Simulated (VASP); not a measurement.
Runs of VASP 6.6.1 on Ti. The structure is that of space group P6_3/mmc (No. 194), or close to it. The cells are those of the table. 

```csv
cell,k mesh,gap on the mesh (eV),pressure (GPa)
"a = 2.902, b = 2.902, c = 5.432 Å, angles 105.5, 105.5, 120.0°, 2 atoms",16 × 16 × 8,none,(a)
"a = 3.013, b = 3.013, c = 5.641 Å, angles 105.5, 105.5, 120.0°, 2 atoms",16 × 16 × 8,none,-11.1
"a = 2.940, b = 2.940, c = 5.503 Å, angles 105.5, 105.5, 120.0°, 2 atoms",16 × 16 × 8,none,-4.5
"a = 2.977, b = 2.977, c = 5.573 Å, angles 105.5, 105.5, 120.0°, 2 atoms",16 × 16 × 8,none,-8.1
"a = 2.902, b = 2.902, c = 5.432 Å, angles 105.5, 105.5, 120.0°, 2 atoms",13 × 13 × 9,none,(b)
```

Alike in all rows: task single point; level PBEsol; potentials or basis VASP PAW PBE potentials, release 64 (Ti_sv); no spin polarisation; cutoff (eV) 520; smearing fermi-dirac 0.1 eV.

Question: Fill in the values left out.

Answer: (a) -0.2; (b) -0.3.

Caveats: the PAW data sets were made with another functional, which shifts forces and pressure a little.

A gap of «none» marks levels without a gap at the run's occupations.
